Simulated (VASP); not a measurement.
# Al3SiNO (P2/m) in VASP: a series of runs

Al3SiNO is run at these levels: PBE; tasks: single point.

Everything below comes from runs of VASP 6.6.1. Logs are shortened: lines on timing, memory, paths and dates and some standing lists are left out, and cuts for length are marked.

**1. The cell of the first run**

It takes space group P2/m (No. 10, monoclinic). The conventional cell has a = 4.810 Å, b = 3.921 Å, c = 4.915 Å, α = 90.00°, β = 118.58°, γ = 90.00°. Al (site symmetry m) has 5 Al at 2.39 to 3.01 Å and 2 N at 2.40 Å and 2 Si at 2.47 Å and 3 O at 2.81 to 2.85 Å within 3.2 Å. Within 3.2 Å of Al (site symmetry 2/m) lie 4 Al at 2.39 Å and 2 N at 2.40 Å and 2 Si at 2.46 Å and 4 O at 3.16 Å. Within 3.2 Å of Si (site symmetry 2/m) lie 6 Al at 2.46 to 2.47 Å and 2 N at 2.48 Å and 4 O at 3.10 Å. Within 3.2 Å of N (site symmetry 2/m) lie 6 Al at 2.40 Å and 2 Si at 2.48 Å and 4 O at 3.14 Å. O (site symmetry 2/m) has 10 Al at 2.81 to 3.16 Å and 4 Si at 3.10 Å and 4 N at 3.14 Å within 3.7 Å.

The cell was built from a structure type or drawn by symmetry, and may not be a known phase.

**2. Single point, PBE**

Contents of INCAR:

```
SYSTEM = Al3SiNO
PREC = Accurate
ENCUT = 520
EDIFF = 1E-7
ISMEAR = 0
SIGMA = 0.1
LREAL = .False.
LASPH = .True.
NELM = 60
ALGO = Normal
ISIF = 2
LWAVE = .False.
LCHARG = .False.
GGA = PE
NBANDS = 21
```

Contents of KPOINTS:

```
Automatic mesh
0
Gamma
  4 4 4
  0 0 0
```

Contents of POSCAR:

```
Al3SiNO
1.0
    4.8097241000      0.0000000000      0.0000000000
    0.0000000000      3.9209335100      0.0000000000
   -2.3511994100      0.0000000000      4.3163781000
Al Si N O
3 1 1 1
Direct
    0.3262700100      0.0000000000      0.6517660000
    0.6737299900      0.0000000000      0.3482340000
    0.5000000000      0.5000000000      0.5000000000
    0.5000000000      0.5000000000      0.0000000000
    0.0000000000      0.5000000000      0.5000000000
    0.0000000000      0.0000000000      0.0000000000
```

Potentials or basis: VASP PAW PBE potentials, release 64 (Al, Si, N, O).

On the command line:

```bash
cat potpaw_PBE.64/Al/POTCAR potpaw_PBE.64/Si/POTCAR potpaw_PBE.64/N/POTCAR potpaw_PBE.64/O/POTCAR > POTCAR
mpirun -np 1 vasp_std > vasp.out
```

OUTCAR:

```text
SYSTEM = Al3SiNO
   PREC = Accurate
   ENCUT = 520
   EDIFF = 1E-7
   ISMEAR = 0
   LREAL = .False.
   LASPH = .True.
   NELM = 60
   ISIF = 2
   GGA = PE

 ion  position               nearest neighbor table
   1  0.326  0.000  0.652-   3 2.39   3 2.39   5 2.40   5 2.40   4 2.47   4 2.47   2 2.72   2 2.76
                             2 3.01
   2  0.674  0.000  0.348-   3 2.39   3 2.39   5 2.40   5 2.40   4 2.47   4 2.47   1 2.72   1 2.76
                             1 3.01
   3  0.500  0.500  0.500-   1 2.39   2 2.39   1 2.39   2 2.39   5 2.40   5 2.40   4 2.46   4 2.46

   4  0.500  0.500  0.000-   3 2.46   3 2.46   1 2.47   2 2.47   1 2.47   2 2.47
   5  0.000  0.500  0.500-   1 2.40   2 2.40   1 2.40   2 2.40   3 2.40   3 2.40
   6  0.000  0.000  0.000-

  LATTYP: Found a simple monoclinic cell.
 ALAT       =     4.8097241000
 B/A-ratio  =     0.8152096520
 C/A-ratio  =     1.0219311476
 COS(beta)  =    -0.4783520760

  Lattice vectors:

 A1 = (   4.8097241000,   0.0000000000,   0.0000000000)
 A2 = (   0.0000000000,   3.9209335100,   0.0000000000)
 A3 = (  -2.3511994100,   0.0000000000,   4.3163781000)

Analysis of symmetry for initial positions (statically):
=====================================================================
 Subroutine PRICEL returns:
 Original cell was already a primitive cell.

 Routine SETGRP: Setting up the symmetry group for a
 simple monoclinic supercell.

 Subroutine GETGRP returns: Found  4 space group operations
 (whereof  4 operations were pure point group operations)
 out of a pool of  4 trial point group operations.

The static configuration has the point symmetry C_2h.

Analysis of symmetry for dynamics (positions and initial velocities):
=====================================================================
 Subroutine PRICEL returns:
 Original cell was already a primitive cell.

 Routine SETGRP: Setting up the symmetry group for a
 simple monoclinic supercell.

 Subroutine GETGRP returns: Found  4 space group operations
 (whereof  4 operations were pure point group operations)
 out of a pool of  4 trial point group operations.

The dynamic configuration has the point symmetry C_2h.

 Subroutine INISYM returns: Found  4 space group operations
 (whereof  4 operations are pure point group operations),
 and found     1 'primitive' translations

----------------------------------------------------------------------------------------

                                     Primitive cell

  volume of cell :      81.4009

  direct lattice vectors                    reciprocal lattice vectors
     4.809724100  0.000000000  0.000000000     0.207912134  0.000000000  0.113253027
     0.000000000  3.920933510  0.000000000     0.000000000  0.255041305  0.000000000
    -2.351199410  0.000000000  4.316378100     0.000000000  0.000000000  0.231675719

  length of vectors
     4.809724100  3.920933510  4.915206869     0.236756633  0.255041305  0.231675719

  position of ions in fractional coordinates (direct lattice)
     0.326270010  0.000000000  0.651766000
     0.673729990  0.000000000  0.348234000
     0.500000000  0.500000000  0.500000000
     0.500000000  0.500000000  0.000000000
     1.000000000  0.500000000  0.500000000
     0.000000000  0.000000000  0.000000000

  ion indices of the primitive-cell ions
   primitive index   ion index
                 1           1
                 2           2
                 3           3
                 4           4
                 5           5
                 6           6

----------------------------------------------------------------------------------------

 KPOINTS: Automatic mesh

Automatic generation of k-mesh.
 Grid dimensions read from file:
 generate k-points for:    4    4    4

 Generating k-lattice:

  Cartesian coordinates                     Fractional coordinates (reciprocal lattice)
     0.051978033  0.000000000  0.028313257     0.250000000  0.000000000 -0.000000000
     0.000000000  0.063760326  0.000000000     0.000000000  0.250000000  0.000000000
     0.000000000  0.000000000  0.057918930     0.000000000  0.000000000  0.250000000

  Length of vectors
     0.059189158  0.063760326  0.057918930

  Shift w.r.t. Gamma in fractional coordinates (k-lattice)
     0.000000000  0.000000000  0.000000000

 Subroutine IBZKPT returns following result:
 ===========================================

 Found     30 irreducible k-points:

 Following reciprocal coordinates:
            Coordinates               Weight
  0.000000  0.000000  0.000000      1.000000
  0.250000  0.000000 -0.000000      2.000000
  0.500000  0.000000 -0.000000      1.000000
  0.000000  0.250000  0.000000      2.000000
  0.250000  0.250000 -0.000000      4.000000
  0.500000  0.250000 -0.000000      2.000000
[... 16 lines left out ...]
  0.250000  0.000000  0.500000      2.000000
  0.500000  0.000000  0.500000      1.000000
 [... further k-points ...]
   k-points           NKPTS =     30   k-points in BZ     NKDIM =     30   number of bands    NBANDS=     21
   number of dos      NEDOS =    301   number of ions     NIONS =      6
   total plane-waves  NPLWV =  43200
   dimension x,y,z NGX =    36 NGY =   30 NGZ =   40
   dimension x,y,z NGXF=    72 NGYF=   60 NGZF=   80
   ions per type =               3   1   1   1
   NGX,Y,Z   is equivalent  to a cutoff of  12.44, 12.72, 13.53 a.u.
   NGXF,Y,Z  is equivalent  to a cutoff of  24.89, 25.44, 27.06 a.u.
 SYSTEM =  Al3SiNO
   PREC   = accura    normal or accurate (medium, high low for compatibility)
   ISTART =      0    job   : 0-new  1-cont  2-samecut
   ICHARG =      2    charge: 1-file 2-atom 10-const
   ISPIN  =      1    spin polarized calculation?
   LNONCOLLINEAR =      F non collinear calculations
   LSORBIT =      F    spin-orbit coupling
   LASPH  =      T    aspherical Exc in radial PAW
   ENCUT  =  520.0 eV  38.22 Ry    6.18 a.u.   8.94  7.29  9.14*2*pi/ulx,y,z
   NELM   =     60;   NELMIN=  2; NELMDL= -5     # of ELM steps
   EDIFF  = 0.1E-06   stopping-criterion for ELM
   LREAL  =      F    real-space projection
   EDIFFG = 0.1E-05   stopping-criterion for IOM
   NSW    =      0    number of steps for IOM
   IBRION =     -1    ionic relax: 0-MD 1-quasi-New 2-CG
   NFREE  =      0    steps in history (QN), initial steepest desc. (CG)
   ISIF   =      2    stress and relaxation
   ISYM   =      2    0-nonsym 1-usesym 2-fastsym
   POTIM  = 0.5000    time-step for ionic-motion
   TEBEG  =    0.0;   TEEND  =   0.0 temperature during run
   PSTRESS=    0.0 pullay stress
   NELECT =      24.0000    total number of electrons
   NUPDOWN=      -1.0000    fix difference up-down
   EMIN   =  10.00;   EMAX   =-10.00  energy-range for DOS
   EFERMI =   0.00;   METHOD = LEGACY
   ISMEAR =     0;   SIGMA  =   0.10  broadening in eV -4-tet -1-fermi 0-gaus
   EFERMI_NEDOS =   21; number of points for ismear=-14 and -15
   IALGO  =     38    algorithm
   IMIX   =      4    mixing-type and parameters
     AMIX     =   0.40;   BMIX     =  1.00
     AMIX_MAG =   1.60;   BMIX_MAG =  1.00
  volume/ion in A,a.u.               =      13.57        91.55
  Fermi-wavevector in a.u.,A,eV,Ry     =   1.089604  2.059054 16.153352  1.187238
  Thomas-Fermi vector in A             =   2.225811
   LORBIT       =      0    0 simple, 1 ext, 2 COOP (PROOUT), +10 PAW based schemes
   GGA     = PE    functional components
   LHFCALC =     F    Hartree Fock is set to
   AEXX    =    0.0000 exact exchange contribution
   IVDW    =     0    specifies the selected vdW correction
   LEPSILON=     F    determine dielectric tensor
   LRPA    =     F    only Hartree local field effects (RPA)
 non-spin polarized calculation
 Gauss-broadening in eV      SIGMA  =   0.10
  energy-cutoff  :      520.00
  volume of cell :       81.40
 maximum number of plane-waves:      2216
   NGX = 17   NGY = 15   NGZ = 19

 number of electron      24.0000004 magnetization

 Free energy of the ion-electron system (eV)
  ---------------------------------------------------
  ext. energy  EPLUGINS =         0.00000000
  ---------------------------------------------------
  free energy    TOTEN  =       -26.25827940 eV

  energy without entropy =      -26.24802449  energy(sigma->0) =      -26.25315195

 E-fermi :   6.4998     XC(G=0): -10.3996

 val. band max:        6.4892255472   @ k =   0.5000   0.5000  -0.0000
 cond. band min:       6.5675643501   @ k =   0.2500   0.5000  -0.0000
 fundamental gap:      0.0783388029
 Fermi energy:         6.4997821513

 k-point     1 :       0.0000    0.0000    0.0000
  band No.  band energies     occupation
      1      -9.5300      2.00000
      2      -7.7414      2.00000
      3      -2.5528      2.00000
      4      -0.4026      2.00000
      5       1.8295      2.00000
      6       1.8975      2.00000
[... 13 lines left out ...]
     20      12.7608      0.00000
     21      13.8868      0.00000

 k-point     2 :       0.2500    0.0000   -0.0000
  band No.  band energies     occupation
      1      -9.4314      2.00000
      2      -7.6455      2.00000
      3      -3.7766      2.00000
      4       0.8383      2.00000
      5       0.9506      2.00000
      6       2.2464      2.00000
[... 13 lines left out ...]
     20      13.4762      0.00000
     21      13.6575      0.00000

 k-point     3 :       0.5000    0.0000   -0.0000
  band No.  band energies     occupation
      1      -9.3337      2.00000
      2      -7.4890      2.00000
      3      -4.6426      2.00000
      4       0.4677      2.00000
      5       2.2127      2.00000
      6       2.9224      2.00000
[... 13 lines left out ...]
     20      13.5281      0.00000
     21      15.2725      0.00000

 k-point     4 :       0.0000    0.2500    0.0000
  band No.  band energies     occupation
      1      -9.4057      2.00000
      2      -7.6928      2.00000
      3      -2.2678      2.00000
      4      -0.1031      2.00000
      5       0.0117      2.00000
      6       2.6270      2.00000
[... 13 lines left out ...]
     20      12.6654      0.00000
     21      13.8238      0.00000

 k-point     5 :       0.2500    0.2500   -0.0000
  band No.  band energies     occupation
      1      -9.3384      2.00000
      2      -7.5717      2.00000
      3      -3.3574      2.00000
      4      -0.0230      2.00000
      5       1.2751      2.00000
      6       1.8181      2.00000
[... 13 lines left out ...]
     20      13.6894      0.00000
     21      13.7392      0.00000

 k-point     6 :       0.5000    0.2500   -0.0000
  band No.  band energies     occupation
      1      -9.2729      2.00000
      2      -7.4059      2.00000
      3      -4.1389      2.00000
      4       0.5456      2.00000
      5       1.1832      2.00000
      6       1.2022      2.00000
[... 13 lines left out ...]
     20      14.3009      0.00000
     21      14.4462      0.00000

 k-point     7 :       0.0000    0.5000    0.0000
  band No.  band energies     occupation
      1      -9.2746      2.00000
      2      -7.6372      2.00000
      3      -1.5722      2.00000
      4      -1.4430      2.00000
      5       0.2719      2.00000
      6       3.1018      2.00000
[... 13 lines left out ...]
     20      13.6952      0.00000
     21      15.1132      0.00000
[... 291 lines left out ...]
      1      -9.2112      2.00000
      2      -7.3869      2.00000
      3      -2.6529      2.00000
      4      -1.0712      2.00000
      5       0.1540      2.00000
      6       0.5876      2.00000
[... 13 lines left out ...]
     20      13.8719      0.00000
     21      14.7196      0.00000

 k-point    21 :      -0.2500    0.5000    0.2500
  band No.  band energies     occupation
      1      -9.2431      2.00000
      2      -7.5470      2.00000
      3      -1.4846      2.00000
      4      -1.4391      2.00000
      5      -0.3027      2.00000
      6       1.8341      2.00000
[... 13 lines left out ...]
     20      13.6854      0.00000
     21      14.3372      0.00000

 k-point    22 :       0.0000    0.0000    0.5000
  band No.  band energies     occupation
      1      -9.2971      2.00000
      2      -7.7928      2.00000
      3      -3.4984      2.00000
      4      -1.2839      2.00000
      5       2.4237      2.00000
      6       2.6568      2.00000
[... 13 lines left out ...]
     20      13.1311      0.00000
     21      14.4600      0.00000

 k-point    23 :       0.2500    0.0000    0.5000
  band No.  band energies     occupation
      1      -9.2931      2.00000
      2      -7.7970      2.00000
      3      -3.3337      2.00000
      4      -1.4892      2.00000
      5       2.5009      2.00000
      6       2.5792      2.00000
[... 13 lines left out ...]
     20      13.4560      0.00000
     21      14.3557      0.00000

 k-point    24 :       0.5000    0.0000    0.5000
  band No.  band energies     occupation
      1      -9.2799      2.00000
      2      -7.8283      2.00000
      3      -2.6452      2.00000
      4      -2.3327      2.00000
      5       2.3256      2.00000
      6       2.5583      2.00000
[... 13 lines left out ...]
     20      13.4641      0.00000
     21      14.1462      0.00000

 [... further k-points ...]

------------------------ aborting loop because EDIFF is reached ----------------------------------------

  FORCE on cell =-STRESS in cart. coord.  units (eV):
  Direction    XX          YY          ZZ          XY          YZ          ZX
  --------------------------------------------------------------------------------------
  -------------------------------------------------------------------------------------
  Total       -4.1320178      9.3941135     -1.9328420      0.0000000      0.0000000     -4.3415123
  in kB      -81.3286645    184.9001504    -38.0432687      0.0000000      0.0000000    -85.4520515
  external PRESSURE =      21.8427391 kB  Pullay stress =       0.0000000 kB

 VOLUME and BASIS-vectors are now :
 -----------------------------------------------------------------------------
  energy-cutoff  :      520.00
  volume of cell :       81.40
      direct lattice vectors                 reciprocal lattice vectors
     4.809724100  0.000000000  0.000000000     0.207912134  0.000000000  0.113253027
     0.000000000  3.920933510  0.000000000     0.000000000  0.255041305  0.000000000
    -2.351199410  0.000000000  4.316378100     0.000000000  0.000000000  0.231675719

 POSITION                                       TOTAL-FORCE (eV/Angst)
 -----------------------------------------------------------------------------------
      0.03684      0.00000      2.81327        -2.062077      0.000000      0.365269
      2.42169      0.00000      1.50311         2.062077      0.000000     -0.365269
      1.22926      1.96047      2.15819        -0.000000      0.000000      0.000000
      2.40486      1.96047      0.00000        -0.000000      0.000000      0.000000
     -1.17560      1.96047      2.15819        -0.000000      0.000000      0.000000
      0.00000      0.00000      0.00000        -0.000000      0.000000      0.000000
 -----------------------------------------------------------------------------------
    total drift:                                0.000000      0.000000     -0.000000

  FREE ENERGIE OF THE ION-ELECTRON SYSTEM (eV)
  ---------------------------------------------------
  free  energy   TOTEN  =       -26.2582794038 eV

  energy  without entropy=      -26.2480244886  energy(sigma->0) =      -26.25315195
```

It took 21 s on 1 thread of Intel Xeon 6975P-C (Granite Rapids), shared host; peak memory 0.22 GiB.

What came out:

* Free energy: -26.2583 eV
* Pressure: 2.2 GPa
* Largest force: 2.094 eV/Å
* Band gap on the k mesh: zero (bands 12 and 13 overlap by 1.77 eV)

Forces on the atoms (eV/Å):
```
Al  -2.062  0.000  0.365
Al   2.062  0.000 -0.365
Al   0.000  0.000  0.000
Si   0.000  0.000  0.000
N    0.000  0.000  0.000
O    0.000  0.000  0.000
```

Stress tensor (GPa, compression positive):
```
-8.13  0.00 -8.55
 0.00 18.49  0.00
-8.55  0.00 -3.80
```

Caveat: the k points lie up to 0.40 Å⁻¹ apart, too coarse for converged energies and pressures of a metal; forces of over 1 eV/Å act on the atoms, so gaps and moduli don't describe the material at rest.

**3. Single point, PBE**

This run uses another cell than the first one, of 15.82 Å³/atom.

Contents of INCAR:

```
ALGO = Normal ; EDIFF = 1E-6
ENCUT = 520 ; GGA = PE
ISIF = 2 ; ISMEAR = 0
LASPH = T ; LCHARG = F
LREAL = F ; LWAVE = F
NBANDS = 21 ; NELM = 80
PREC = Accurate ; SIGMA = 0.1
```

Contents of KPOINTS:

```
k-points
0
Gamma
  4 4 4
```

Contents of POSCAR:

```
Al3SiNO
1.0
    6.8074538366      0.0000000000      0.8201999958
    0.0000000000      2.7416775962      0.0000000000
   -2.5917054462      0.0000000000      4.7724896312
Al Si N O
3 1 1 1
Direct
    0.9071010358      0.0000000000      0.6659769185
    0.0928989642      0.0000000000      0.3340230815
    0.5000000000      0.5000000000      0.5000000000
    0.5000000000      0.5000000000      0.0000000000
    0.0000000000      0.5000000000      0.5000000000
    0.0000000000      0.0000000000      0.0000000000
```

Potentials or basis: VASP PAW PBE potentials, release 64 (Al, Si, N, O).

On the command line:

```bash
cat potpaw_PBE.64/Al/POTCAR potpaw_PBE.64/Si/POTCAR potpaw_PBE.64/N/POTCAR potpaw_PBE.64/O/POTCAR > POTCAR
mpirun -np 1 vasp_std > vasp.out
```

Wall time 24 s (1 thread of Intel Xeon 6975P-C (Granite Rapids), shared host); peak memory 0.22 GiB.

It converged, with:

```yaml
Free_energy: -33.5453 eV
Pressure: 0.0 GPa
Largest_force: 0.077 eV/Å
Band_gap_on_the_k_mesh: zero (bands 12 and 13 overlap by 0.80 eV)
```

Forces in eV/Å, atoms in the order of the input:
```
Al   0.035  0.000 -0.069
Al  -0.035  0.000  0.069
Al   0.000  0.000  0.000
Si   0.000  0.000  0.000
N    0.000  0.000  0.000
O    0.000  0.000  0.000
```

Stress tensor (GPa, compression positive):
```
 0.00  0.00  0.06
 0.00 -0.21  0.00
 0.06  0.00  0.34
```

Levels at points of the mesh, in eV from the Fermi level:
| k point | band 8 | band 9 | band 10 | band 11 | band 12 | band 13 | band 14 | band 15 | band 16 | band 17 |
| --- | --- | --- | --- | --- | --- | --- | --- | --- | --- | --- |
| (0.00, 0.00, 0.00) | -3.37 | -2.27 | -1.79 | -1.07 | -0.62 | 0.58 | 1.40 | 3.09 | 5.24 | 7.34 |
| (0.50, 0.00, 0.00) | -3.61 | -3.41 | -2.30 | -2.27 | -1.07 | -0.32 | 4.16 | 4.85 | 4.95 | 6.06 |
| (0.00, 0.50, 0.00) | -3.78 | -2.75 | -2.30 | -0.74 | -0.26 | -0.05 | 1.05 | 1.59 | 3.43 | 3.63 |
| (0.50, 0.50, 0.00) | -4.08 | -2.33 | -1.79 | -0.71 | -0.31 | 0.48 | 0.81 | 1.48 | 3.03 | 3.25 |
| (0.00, 0.00, 0.50) | -3.62 | -2.23 | -1.13 | -1.05 | -0.64 | 0.33 | 2.19 | 3.45 | 6.14 | 6.17 |
| (0.50, 0.00, 0.50) | -3.81 | -2.23 | -1.81 | -1.13 | -0.43 | 0.71 | 2.17 | 3.92 | 5.24 | 6.57 |
| (0.00, 0.50, 0.50) | -3.20 | -2.91 | -2.82 | -1.75 | -1.66 | 0.74 | 1.73 | 2.65 | 2.75 | 5.43 |
| (0.50, 0.50, 0.50) | -3.35 | -2.58 | -2.51 | -2.34 | -1.23 | 0.66 | 2.22 | 2.33 | 3.60 | 4.20 |

Caveat: the k points lie up to 0.57 Å⁻¹ apart, too coarse for converged energies and pressures of a metal.

[end of part 1 of 2]
